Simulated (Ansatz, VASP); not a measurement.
**W: VASP beside Ansatz**

Contents of INCAR:

```
ALGO = Fast
EDIFF = 1E-6
ENCUT = 520
GGA = PS
ISIF = 2
ISMEAR = 0
LASPH = T
LCHARG = F
LREAL = F
LWAVE = F
NBANDS = 13
NELM = 60
PREC = Accurate
SIGMA = 0.15
```

Contents of KPOINTS:

```
k-points
0
Gamma
  24 24 24
```

The input POSCAR:

```
W
1.0
   -1.6423178603      1.6423178603      1.5109324315
    1.6423178603     -1.6423178603      1.5109324315
    1.6423178603      1.6423178603     -1.5109324315
W
1
Direct
    0.0000000000      0.0000000000      0.0000000000
```

Input for Ansatz:

```yaml
crystal:
  lattice:
    - [-1.6423178603, 1.6423178603, 1.5109324315]
    - [1.6423178603, -1.6423178603, 1.5109324315]
    - [1.6423178603, 1.6423178603, -1.5109324315]
  atoms:
    - { symbol: W, position: [0.0, 0.0, 0.0] }
basis:
  ecutwfc: 420
kpoints:
  mp_grid: { grid: [24, 24, 24] }
hamiltonian:
  xc: pbesol
scf:
  occupations: { method: gaussian, width: 0.15 }
output:
  forces: true
  stress: true
  eigenvalues: true
```

Alike in both runs: task single point; functional PBEsol; k mesh 24 × 24 × 24; occupations gaussian, width 0.15 eV; no spin polarisation.

|  | VASP | Ansatz |
| --- | --- | --- |
| version | VASP 6.6.1 | Ansatz 0.2.0 |
| potentials or method | VASP PAW PBE potentials, release 64 (W_sv), cutoff 520 eV | scalar-relativistic, plane waves, PAW |
| valence electrons in the cell | 14 | 14 |

Ansatz gave:

* gap on the k mesh at the Fermi level (eV): none
* pressure (GPa): -10.3
* traceless stress, the component that is largest in VASP (GPa): 17.08

What did VASP give for the same quantities?

gap on the k mesh at the Fermi level (eV): none; pressure (GPa): -9.8; traceless stress, the component that is largest in VASP (GPa): 17.09.

VASP's potentials were made for PBE, not for PBEsol. A gap of «none» marks a metal or a gap that the smearing closes. With one functional, cell and mesh, what is left measures potentials, basis and numerics.

Neither program's run includes spin-orbit coupling.
